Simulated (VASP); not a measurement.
Write the native input for VASP 6.6.1 that does the following.

- Task: single point
- Functional: PBE
- Potentials or basis: VASP PAW PBE potentials, release 64 (Zn, O)
- Cutoff: 520 eV
- k mesh: 12 × 12 × 6
- Occupations: gaussian, width 0.02 eV
- Spin: no spin polarisation
- Dipole correction: no
- Further INCAR settings: ALGO = Normal; EDIFF = 1e-06; NBANDS = 26

The structure of ZnO lies in POSCAR:

```
ZnO
1.0
    3.2793907598      0.0000000000      0.0000000000
   -1.6396953799      2.8400357070      0.0000000000
    0.0000000000      0.0000000000      5.2932332133
Zn O
2 2
Direct
    0.6666666667      0.3333333333      0.5006044102
    0.3333333333      0.6666666667      0.0006044102
    0.6666666667      0.3333333333      0.8797055898
    0.3333333333      0.6666666667      0.3797055898
```

One way to write it, as run:

INCAR

```
SYSTEM = ZnO
PREC     = Accurate       ! precision mode
ENCUT    = 520            ! plane-wave cutoff, eV
EDIFF    = 1E-6           ! SCF threshold, eV
ISMEAR   = 0              ! smearing method
SIGMA    = 0.02           ! smearing width, eV
LREAL    = .False.        ! projectors in reciprocal space
LASPH    = .True.         ! aspherical terms in the spheres
NELM     = 80             ! most SCF steps
ALGO     = Normal         ! electronic algorithm
ISIF     = 2              ! what is computed and relaxed
LWAVE    = .False.        ! write WAVECAR
LCHARG   = .False.        ! write CHGCAR
GGA      = PE             ! functional
NBANDS   = 26             ! bands
```

KPOINTS

```
Automatic mesh
0
Gamma
  12 12 6
  0 0 0
```

Potentials or basis: VASP PAW PBE potentials, release 64 (Zn, O).

Launch:

```bash
$ cat potpaw_PBE.64/Zn/POTCAR potpaw_PBE.64/O/POTCAR > POTCAR
$ mpirun -np 1 vasp_std > vasp.out
```

Results of the run:

* Pressure: 0.9 GPa
* Band gap on the k mesh: 0.73 eV

Caveat: semilocal functionals underestimate gaps, and a narrow one can read as zero.

Wall time 27 s on 1 thread of Intel(R) Xeon(R) 6975P-C (Granite Rapids), on a shared host, peak memory 0.21 GiB.
